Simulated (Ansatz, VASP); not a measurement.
# Pt2C3: VASP beside Ansatz

```
CELL_PARAMETERS angstrom
3.32505 0.00000 0.00000
-1.66253 2.87958 0.00000
0.00000 0.00000 5.68011
ATOMIC_POSITIONS crystal
Pt 0.33333 0.66667 0.23163
Pt 0.66667 0.33333 0.76837
C 0.00000 0.00000 0.00000
C 0.33333 0.66667 0.63053
C 0.66667 0.33333 0.36947
```

Alike in both runs: functional PBE; k mesh 12 × 12 × 8; occupations gaussian, width 0.1 eV; no spin polarisation.

Ansatz relaxed the structure, and its values are those at the end. VASP's run is a single point on that final structure, the one shown.

|  | VASP | Ansatz |
| --- | --- | --- |
| version | VASP 6.6.1 | Ansatz 0.2.0 |
| potentials or method | VASP PAW PBE potentials, release 64 (Pt, C), cutoff 520 eV | scalar-relativistic, plane waves, PAW |
| valence electrons in the cell | 32 | 48 |

```tsv
	VASP	Ansatz	Ansatz less VASP
gap on the k mesh at the Fermi level (eV)	none	none	-
pressure (GPa)	0.0	0.0	0.00
rms of the force components (eV/Å)	0.014	0.001	-0.0137
```

A gap of «none» marks a metal or a gap that the smearing closes. VASP's potentials hold 32 valence electrons a cell and Ansatz's 48, so a difference there can come from the potentials and not from the codes.

Neither program's run includes spin-orbit coupling.
